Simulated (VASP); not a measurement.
# TaN (P6/mmm) in VASP: further runs

TaN is run at these levels: PBE; tasks: single point, relaxation of volume and atoms at fixed shape.

All numbers are computed with VASP 6.6.1; they aren't measurements. Logs are shortened: lines on timing, memory, paths and dates and some standing lists are left out, and cuts for length are marked.

## (1) The cell of the first run

The structure is hexagonal, space group P6/mmm (No. 191). The conventional cell has a = 5.243 Å, b = 5.243 Å, c = 2.937 Å, α = 90.00°, β = 90.00°, γ = 120.00°. Within 3.5 Å of Ta (site symmetry 6/mmm) lie 6 N at 2.62 Å and 14 Ta at 2.94 to 3.36 Å. Ta (site symmetry -6m2) has 6 N at 2.11 Å within 2.8 Å. Within 2.8 Å of N (site symmetry mmm) lie 6 Ta at 2.11 to 2.62 Å and 4 N at 2.62 Å.

## (2) Single point, PBE

Input file INCAR:

```
SYSTEM = TaN
ALGO     = Normal         ! electronic algorithm
EDIFF    = 1E-6           ! SCF threshold, eV
ENCUT    = 600            ! plane-wave cutoff, eV
GGA      = PE             ! functional
GGA_COMPAT= .FALSE.      
ISIF     = 2              ! what is computed and relaxed
ISMEAR   = 1              ! smearing method
LASPH    = .TRUE.         ! aspherical terms in the spheres
LCHARG   = .TRUE.         ! write CHGCAR
LELF     = .TRUE.         ! ELF
LREAL    = .FALSE.        ! projectors in reciprocal space
LVHAR    = .TRUE.       
LWAVE    = .FALSE.        ! write WAVECAR
NBANDS   = 33             ! bands
NELM     = 120            ! most SCF steps
PREC     = Accurate       ! precision mode
SIGMA    = 0.1            ! smearing width, eV
```

Input file KPOINTS:

```
k-points
0
G
  6 6 9
  0 0 0
```

Input file POSCAR:

```
TaN
1.0
    5.2431516805      0.0000000000      0.0000000000
   -2.6215758402      4.5407025512      0.0000000000
    0.0000000000      0.0000000000      2.9372153895
Ta N
3 3
Direct
    0.0000000000      0.0000000000      0.0000000000
    0.3333333333      0.6666666667      0.5000000000
    0.6666666667      0.3333333333      0.5000000000
    0.5000000000      0.0000000000      0.0000000000
    0.0000000000      0.5000000000      0.0000000000
    0.5000000000      0.5000000000      0.0000000000
```

Potentials or basis: VASP PAW PBE potentials, release 64 (Ta_pv, N).

Run with:

```sh
> cat potpaw_PBE.64/Ta_pv/POTCAR potpaw_PBE.64/N/POTCAR > POTCAR
> mpirun -np 1 vasp_std > vasp.out
```

OUTCAR:

```text
SYSTEM = TaN
   EDIFF = 1E-6
   ENCUT = 600
   GGA = PE
   ISIF = 2
   ISMEAR = 1
   LASPH = .TRUE.
   LREAL = .FALSE.
   NELM = 120
   PREC = Accurate

 ion  position               nearest neighbor table
   1  0.000  0.000  0.000-   5 2.62   5 2.62   4 2.62   4 2.62   6 2.62   6 2.62   3 3.36   3 3.36
                             2 3.36   2 3.36   2 3.36   3 3.36   2 3.36   3 3.36   2 3.36   3 3.36
   2  0.333  0.667  0.500-   4 2.11   4 2.11   5 2.11   5 2.11   6 2.11   6 2.11   3 3.03   3 3.03
                             3 3.03   1 3.36   1 3.36   1 3.36   1 3.36   1 3.36   1 3.36
   3  0.667  0.333  0.500-   4 2.11   4 2.11   5 2.11   5 2.11   6 2.11   6 2.11   2 3.03   2 3.03
                             2 3.03   1 3.36   1 3.36   1 3.36   1 3.36   1 3.36   1 3.36
   4  0.500  0.000  0.000-   2 2.11   3 2.11   2 2.11   3 2.11   1 2.62   1 2.62
   5  0.000  0.500  0.000-   2 2.11   3 2.11   2 2.11   3 2.11   1 2.62   1 2.62
   6  0.500  0.500  0.000-   2 2.11   3 2.11   2 2.11   3 2.11   1 2.62   1 2.62

  LATTYP: Found a hexagonal cell.
 ALAT       =     5.2431516805
 C/A-ratio  =     0.5602003468

  Lattice vectors:

 A1 = (   5.2431516805,   0.0000000000,   0.0000000000)
 A2 = (  -2.6215758402,   4.5407025512,   0.0000000000)
 A3 = (   0.0000000000,   0.0000000000,   2.9372153895)

Analysis of symmetry for initial positions (statically):
=====================================================================
 Subroutine PRICEL returns:
 Original cell was already a primitive cell.

 Routine SETGRP: Setting up the symmetry group for a
 hexagonal supercell.

 Subroutine GETGRP returns: Found 24 space group operations
 (whereof 24 operations were pure point group operations)
 out of a pool of 24 trial point group operations.

The static configuration has the point symmetry D_6h.

Analysis of symmetry for dynamics (positions and initial velocities):
=====================================================================
 Subroutine PRICEL returns:
 Original cell was already a primitive cell.

 Routine SETGRP: Setting up the symmetry group for a
 hexagonal supercell.

 Subroutine GETGRP returns: Found 24 space group operations
 (whereof 24 operations were pure point group operations)
 out of a pool of 24 trial point group operations.

The dynamic configuration has the point symmetry D_6h.

 Subroutine INISYM returns: Found 24 space group operations
 (whereof 24 operations are pure point group operations),
 and found     1 'primitive' translations

----------------------------------------------------------------------------------------

                                     Primitive cell

  volume of cell :      69.9280

  direct lattice vectors                    reciprocal lattice vectors
     5.243151680  0.000000000  0.000000000     0.190724980  0.110115119  0.000000000
    -2.621575840  4.540702551  0.000000000     0.000000000  0.220230237  0.000000000
     0.000000000  0.000000000  2.937215389     0.000000000  0.000000000  0.340458518

  length of vectors
     5.243151680  5.243151680  2.937215389     0.220230237  0.220230237  0.340458518

  position of ions in fractional coordinates (direct lattice)
     0.000000000  0.000000000  0.000000000
     0.333333333  0.666666667  0.500000000
     0.666666667  0.333333333  0.500000000
     0.500000000  0.000000000  0.000000000
     1.000000000  0.500000000  0.000000000
     0.500000000  0.500000000  0.000000000

  ion indices of the primitive-cell ions
   primitive index   ion index
                 1           1
                 2           2
                 3           3
                 4           4
                 5           5
                 6           6

----------------------------------------------------------------------------------------

 KPOINTS: k-points

Automatic generation of k-mesh.
 Grid dimensions read from file:
 generate k-points for:    6    6    9

 Generating k-lattice:

  Cartesian coordinates                     Fractional coordinates (reciprocal lattice)
     0.031787497  0.018352520  0.000000000     0.166666667  0.000000000  0.000000000
     0.000000000  0.036705040  0.000000000     0.000000000  0.166666667  0.000000000
     0.000000000  0.000000000  0.037828724     0.000000000  0.000000000  0.111111111

  Length of vectors
     0.036705040  0.036705040  0.037828724

  Shift w.r.t. Gamma in fractional coordinates (k-lattice)
     0.000000000  0.000000000  0.000000000

 Subroutine IBZKPT returns following result:
 ===========================================

 Found     35 irreducible k-points:

 Following reciprocal coordinates:
            Coordinates               Weight
  0.000000  0.000000  0.000000      1.000000
  0.166667  0.000000  0.000000      6.000000
  0.333333  0.000000  0.000000      6.000000
  0.500000  0.000000  0.000000      3.000000
  0.166667  0.166667  0.000000      6.000000
  0.333333  0.166667  0.000000     12.000000
[... 16 lines left out ...]
  0.166667  0.000000  0.333333     12.000000
  0.333333  0.000000  0.333333     12.000000
 [... further k-points ...]
   k-points           NKPTS =     35   k-points in BZ     NKDIM =     35   number of bands    NBANDS=     33
   number of dos      NEDOS =    301   number of ions     NIONS =      6
   total plane-waves  NPLWV =  42336
   dimension x,y,z NGX =    42 NGY =   42 NGZ =   24
   dimension x,y,z NGXF=    84 NGYF=   84 NGZF=   48
   ions per type =               3   3
   NGX,Y,Z   is equivalent  to a cutoff of  13.32, 13.32, 13.58 a.u.
   NGXF,Y,Z  is equivalent  to a cutoff of  26.63, 26.63, 27.17 a.u.
 SYSTEM =  TaN
   PREC   = accura    normal or accurate (medium, high low for compatibility)
   ISTART =      0    job   : 0-new  1-cont  2-samecut
   ICHARG =      2    charge: 1-file 2-atom 10-const
   ISPIN  =      1    spin polarized calculation?
   LNONCOLLINEAR =      F non collinear calculations
   LSORBIT =      F    spin-orbit coupling
   LASPH  =      T    aspherical Exc in radial PAW
   ENCUT  =  600.0 eV  44.10 Ry    6.64 a.u.  10.47 10.47  5.87*2*pi/ulx,y,z
   NELM   =    120;   NELMIN=  2; NELMDL= -5     # of ELM steps
   EDIFF  = 0.1E-05   stopping-criterion for ELM
   LREAL  =      F    real-space projection
   EDIFFG = 0.1E-04   stopping-criterion for IOM
   NSW    =      0    number of steps for IOM
   IBRION =     -1    ionic relax: 0-MD 1-quasi-New 2-CG
   NFREE  =      0    steps in history (QN), initial steepest desc. (CG)
   ISIF   =      2    stress and relaxation
   ISYM   =      2    0-nonsym 1-usesym 2-fastsym
   POTIM  = 0.5000    time-step for ionic-motion
   TEBEG  =    0.0;   TEEND  =   0.0 temperature during run
   PSTRESS=    0.0 pullay stress
   NELECT =      48.0000    total number of electrons
   NUPDOWN=      -1.0000    fix difference up-down
   EMIN   =  10.00;   EMAX   =-10.00  energy-range for DOS
   EFERMI =   0.00;   METHOD = LEGACY
   ISMEAR =     1;   SIGMA  =   0.10  broadening in eV -4-tet -1-fermi 0-gaus
   EFERMI_NEDOS =   21; number of points for ismear=-14 and -15
   IALGO  =     38    algorithm
   IMIX   =      4    mixing-type and parameters
     AMIX     =   0.40;   BMIX     =  1.00
     AMIX_MAG =   1.60;   BMIX_MAG =  1.00
  volume/ion in A,a.u.               =      11.65        78.65
  Fermi-wavevector in a.u.,A,eV,Ry     =   1.444125  2.729001 28.374914  2.085497
  Thomas-Fermi vector in A             =   2.562455
   LORBIT       =      0    0 simple, 1 ext, 2 COOP (PROOUT), +10 PAW based schemes
   GGA     = PE    functional components
   LHFCALC =     F    Hartree Fock is set to
   AEXX    =    0.0000 exact exchange contribution
   IVDW    =     0    specifies the selected vdW correction
   LEPSILON=     F    determine dielectric tensor
   LRPA    =     F    only Hartree local field effects (RPA)
 non-spin polarized calculation
 Methfessel and Paxton  Order N= 1 SIGMA  =   0.10
  energy-cutoff  :      600.00
  volume of cell :       69.93
 maximum number of plane-waves:      2370
 NGX is ok and might be reduce to    42
   NGX = 21   NGY = 21   NGZ = 11

 number of electron      48.0000000 magnetization

 Free energy of the ion-electron system (eV)
  ---------------------------------------------------
  ext. energy  EPLUGINS =         0.00000000
  ---------------------------------------------------
  free energy    TOTEN  =       -64.79506738 eV

  energy without entropy =      -64.79494639  energy(sigma->0) =      -64.79502705

 E-fermi :   7.7180     XC(G=0): -12.8835

 val. band max:        7.5940474392   @ k =   0.1667   0.1667   0.4444
 cond. band min:       7.7192381290   @ k =   0.1667   0.0000   0.2222
 fundamental gap:      0.1251906898
 Fermi energy:         7.7180221118

 k-point     1 :       0.0000    0.0000    0.0000
  band No.  band energies     occupation
      1     -28.3505      2.00000
      2     -28.3505      2.00000
      3     -27.9945      2.00000
      4     -27.9945      2.00000
      5     -27.7904      2.00000
      6     -27.6752      2.00000
[... 25 lines left out ...]
     32      11.0097      0.00000
     33      11.0097      0.00000

 k-point     2 :       0.1667    0.0000    0.0000
  band No.  band energies     occupation
      1     -28.3675      2.00000
      2     -28.3389      2.00000
      3     -27.9847      2.00000
      4     -27.9717      2.00000
      5     -27.7832      2.00000
      6     -27.6994      2.00000
[... 25 lines left out ...]
     32      11.1088      0.00000
     33      11.4046      0.00000

 k-point     3 :       0.3333    0.0000    0.0000
  band No.  band energies     occupation
      1     -28.3972      2.00000
      2     -28.2924      2.00000
      3     -28.0129      2.00000
      4     -27.9286      2.00000
      5     -27.7647      2.00000
      6     -27.7233      2.00000
[... 25 lines left out ...]
     32      11.2064      0.00000
     33      11.3327      0.00000

 k-point     4 :       0.5000    0.0000    0.0000
  band No.  band energies     occupation
      1     -28.4105      2.00000
      2     -28.2436      2.00000
      3     -28.0671      2.00000
      4     -27.9072      2.00000
      5     -27.7499      2.00000
      6     -27.7205      2.00000
[... 673 lines left out ...]
     32      11.0163      0.00000
     33      11.7495      0.00000

 k-point    23 :       0.1667    0.0000    0.3333
  band No.  band energies     occupation
      1     -28.4180      2.00000
      2     -28.2568      2.00000
      3     -28.2546      2.00000
      4     -28.2262      2.00000
      5     -27.8926      2.00000
      6     -27.8692      2.00000
[... 25 lines left out ...]
     32      11.1718      0.00000
     33      11.5986      0.00000

 k-point    24 :       0.3333    0.0000    0.3333
  band No.  band energies     occupation
      1     -28.3987      2.00000
      2     -28.2852      2.00000
      3     -28.2717      2.00000
      4     -28.1827      2.00000
      5     -27.9349      2.00000
      6     -27.8463      2.00000
[... 25 lines left out ...]
     32      11.4375      0.00000
     33      12.0318      0.00000

 [... further k-points ...]
[... 5 lines left out ...]
  --------------------------------------------------------------------------------------
  -------------------------------------------------------------------------------------
  Total        0.4176189      0.4176189     -0.0019560      0.0000000     -0.0000000      0.0000000
  in kB        9.5684030      9.5684030     -0.0448156      0.0000000     -0.0000000      0.0000000
  external PRESSURE =       6.3639968 kB  Pullay stress =       0.0000000 kB

 VOLUME and BASIS-vectors are now :
 -----------------------------------------------------------------------------
  energy-cutoff  :      600.00
  volume of cell :       69.93
      direct lattice vectors                 reciprocal lattice vectors
     5.243151680  0.000000000  0.000000000     0.190724980  0.110115119  0.000000000
    -2.621575840  4.540702551  0.000000000     0.000000000  0.220230237  0.000000000
     0.000000000  0.000000000  2.937215389     0.000000000  0.000000000  0.340458518

 POSITION                                       TOTAL-FORCE (eV/Angst)
 -----------------------------------------------------------------------------------
      0.00000      0.00000      0.00000        -0.000000      0.000000     -0.000000
     -0.00000      3.02714      1.46861        -0.000000      0.000000     -0.000000
      2.62158      1.51357      1.46861         0.000000     -0.000000      0.000000
      2.62158      0.00000      0.00000        -0.000000      0.000000     -0.000000
     -1.31079      2.27035      0.00000        -0.000000      0.000000     -0.000000
      1.31079      2.27035      0.00000        -0.000000      0.000000     -0.000000
 -----------------------------------------------------------------------------------
    total drift:                                0.000000      0.000000     -0.000000

  FREE ENERGIE OF THE ION-ELECTRON SYSTEM (eV)
  ---------------------------------------------------
  free  energy   TOTEN  =       -64.7950673793 eV

  energy  without entropy=      -64.7949463898  energy(sigma->0) =      -64.79502705
```

Run time: 38 s. Hardware: 1 thread of Intel Xeon 6975P-C (Granite Rapids), shared host; peak memory 0.24 GiB.

Results:

```yaml
Free_energy: -64.7951 eV
Pressure: 0.6 GPa
Band_gap_on_the_k_mesh: zero (band 24 reaches 8.65 eV, above the bottom of band 25 at 6.69 eV)
```

Levels at points of the mesh, in eV from the Fermi level:
| k point | band 22 | band 23 | band 24 | band 25 | band 26 | band 27 |
| --- | --- | --- | --- | --- | --- | --- |
| (0.00, 0.00, 0.00) | -2.26 | -1.84 | -1.02 | -1.02 | 0.97 | 0.97 |
| (0.50, 0.00, 0.00) | -2.71 | -1.51 | -0.52 | 1.46 | 1.92 | 1.94 |

Caveat: spin-orbit coupling is left out, which moves the levels of the heavy elements.

## (3) Relaxation of volume and atoms at fixed shape, PBE

This run uses another cell than the first one, of 11.31 Å³/atom, 0.970 times its volume.

Input file INCAR:

```
PREC = Accurate
ENCUT = 600
EDIFF = 1E-7
ISMEAR = 1
SIGMA = 0.1
LREAL = F
LASPH = T
NELM = 120
ALGO = Normal
ISIF = 8
LWAVE = F
LCHARG = F
GGA = PE
IBRION = 2
NSW = 80
EDIFFG = -0.02
GGA_COMPAT = F
NELMIN = 4
```

Input file KPOINTS:

```
Automatic mesh
0
Gamma
  6 6 9
```

Edit POSCAR of step 2 so:

```diff
@@ -2,5 +2,5 @@
 1.0
-    5.2431516805      0.0000000000      0.0000000000
-   -2.6215758402      4.5407025512      0.0000000000
-    0.0000000000      0.0000000000      2.9372153895
+    5.1910000000      0.0000000000      0.0000000000
+   -2.5955000000      4.4955378710      0.0000000000
+    0.0000000000      0.0000000000      2.9080000000
 Ta N
```

Potentials or basis: VASP PAW PBE potentials, release 64 (Ta_pv, N).

Run with:

```sh
> cat potpaw_PBE.64/Ta_pv/POTCAR potpaw_PBE.64/N/POTCAR > POTCAR
> mpirun -np 1 vasp_std > vasp.out
```

It took 89 s on 1 thread of Intel Xeon 6975P-C (Granite Rapids), shared host; peak memory 0.24 GiB.

It converged, with:

```
Free energy                            : -64.7927 eV
Relaxed volume                         : 11.69 Å³/atom
Relaxed cell                           : a = 5.248 Å, b = 5.248 Å, c = 2.940 Å, α = 90.00°, β = 90.00°, γ = 120.00°
Space group after relaxing (to 0.05 Å) : P6/mmm (No. 191)
Energy gained by relaxing              : 11.6 meV/atom
Ionic steps                            : 3
Pressure after relaxing                : -0.2 GPa
Band gap on the k mesh                 : zero (band 24 reaches 8.62 eV, above the bottom of band 25 at 6.67 eV)
```

Stress tensor (GPa, compression positive):
```
 0.19  0.00  0.00
 0.00  0.19  0.00
 0.00  0.00 -1.10
```

The path:
```tsv
step	energy change (eV)	largest force (eV/Å)	pressure (GPa)	volume (Å³)
1	0.0000	0.0000	10.38	67.86
2	0.2537	0.0000	-18.53	75.32
3	-0.0697	0.0000	-0.24	70.14
```

Final structure:
```
Ta N
1.0
     5.24833    0.00000    0.00000
    -2.62417    4.54519    0.00000
     0.00000    0.00000    2.94012
Ta N
3 3
Cartesian
  0.0000 0.0000 0.0000
  0.0000 3.0301 1.4701
  2.6242 1.5151 1.4701
  2.6242 0.0000 0.0000
  -1.3121 2.2726 0.0000
  1.3121 2.2726 0.0000
```

Levels at points of the mesh, in eV from the Fermi level:
| k point | band 20 | band 21 | band 22 | band 23 | band 24 | band 25 | band 26 | band 27 | band 28 |
| --- | --- | --- | --- | --- | --- | --- | --- | --- | --- |
| (0.00, 0.00, 0.00) | -2.80 | -2.80 | -2.25 | -1.83 | -1.02 | -1.02 | 0.96 | 0.96 | 1.31 |
| (0.50, 0.00, 0.00) | -4.35 | -3.14 | -2.71 | -1.51 | -0.52 | 1.45 | 1.91 | 1.93 | 2.32 |

Caveat: spin-orbit coupling is left out, which moves the levels of the heavy elements.
